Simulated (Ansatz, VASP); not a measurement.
# AlNiC4N4: VASP beside Ansatz

The input INCAR:

```
  ALGO = Normal
  EDIFF = 1E-6
  ENCUT = 700
  GGA = PE
  GGA_COMPAT = F
  ISIF = 2
  ISMEAR = 0
  ISPIN = 2
  LASPH = T
  LCHARG = F
  LMAXMIX = 4
  LORBIT = 11
  LREAL = F
  LWAVE = F
  MAGMOM = 0 2 0 0 0 0 0 0 0 0
  NBANDS = 44
  NELM = 200
  PREC = Accurate
  SIGMA = 0.1
```

KPOINTS

```
k-points
0
Gamma
  4 4 4
```

The input POSCAR:

```
AlNiC4N4
1.0
    5.8306603700      0.0000000000      0.0000000000
    0.0000000000      5.8306603700      0.0000000000
    0.0000000000      0.0000000000      5.8306603700
Al Ni C N
1 1 4 4
Direct
    0.5000000000      0.5000000000      0.5000000000
    0.0000000000      0.0000000000      0.0000000000
    0.1898207700      0.1898207700      0.1898207700
    0.1898207700      0.8101792300      0.8101792300
    0.8101792300      0.1898207700      0.8101792300
    0.8101792300      0.8101792300      0.1898207700
    0.3056738300      0.3056738300      0.3056738300
    0.3056738300      0.6943261700      0.6943261700
    0.6943261700      0.3056738300      0.6943261700
    0.6943261700      0.6943261700      0.3056738300
```

Input for Ansatz:

```yaml
crystal:
  lattice:
    - [5.83066037, 0.0, 0.0]
    - [0.0, 5.83066037, 0.0]
    - [0.0, 0.0, 5.83066037]
  atoms:
    - { symbol: Al, position: [0.5, 0.5, 0.5] }
    - { symbol: Ni, position: [0.0, 0.0, 0.0], spin: 2.0 }
    - { symbol: C, position: [0.18982077, 0.18982077, 0.18982077] }
    - { symbol: C, position: [0.18982077, 0.81017923, 0.81017923] }
    - { symbol: C, position: [0.81017923, 0.18982077, 0.81017923] }
    - { symbol: C, position: [0.81017923, 0.81017923, 0.18982077] }
    - { symbol: "N", position: [0.30567383, 0.30567383, 0.30567383] }
    - { symbol: "N", position: [0.30567383, 0.69432617, 0.69432617] }
    - { symbol: "N", position: [0.69432617, 0.30567383, 0.69432617] }
    - { symbol: "N", position: [0.69432617, 0.69432617, 0.30567383] }
basis:
  ecutwfc: 420
kpoints:
  mp_grid: { grid: [4, 4, 4] }
hamiltonian:
  xc: pbe
scf:
  occupations: { method: gaussian, width: 0.1 }
  lower_state_search: "off"
output:
  forces: true
  stress: true
  eigenvalues: true
  populations: true
magnetization:
  spin_polarized: true
```

Alike in both runs: task single point; functional PBE; k mesh 4 × 4 × 4; occupations gaussian, width 0.1 eV; collinear spin.

```csv
,VASP,Ansatz
version,VASP 6.6.1,Ansatz 0.2.0
potentials or method,"VASP PAW PBE potentials, release 64 (Al, Ni_sv_GW, C, N), cutoff 700 eV","scalar-relativistic, plane waves, PAW"
valence electrons in the cell,57,57
```

Ansatz gave:

- gap on the k mesh at the Fermi level (eV): none
- pressure (GPa): -3.8
- rms of the force components (eV/Å): 0.994
- net moment per atom (μB): 0.10
- size of the moment on the site where the two differ most (μB): 0.73

**Question.** Estimate VASP's values.

**Answer.** gap on the k mesh at the Fermi level (eV): none; pressure (GPa): -3.6; rms of the force components (eV/Å): 1.171; net moment per atom (μB): 0.10; size of the moment on the site where the two differ most (μB): 0.79.

Site moments also hang on the region over which each program counts them. Atom by atom the forces differ by 0.187 eV/Å (rms over components). A gap of «none» marks a metal or a gap that the smearing closes.

Noted on VASP's run: the standard files for N, O and F lose accuracy on very short bonds.
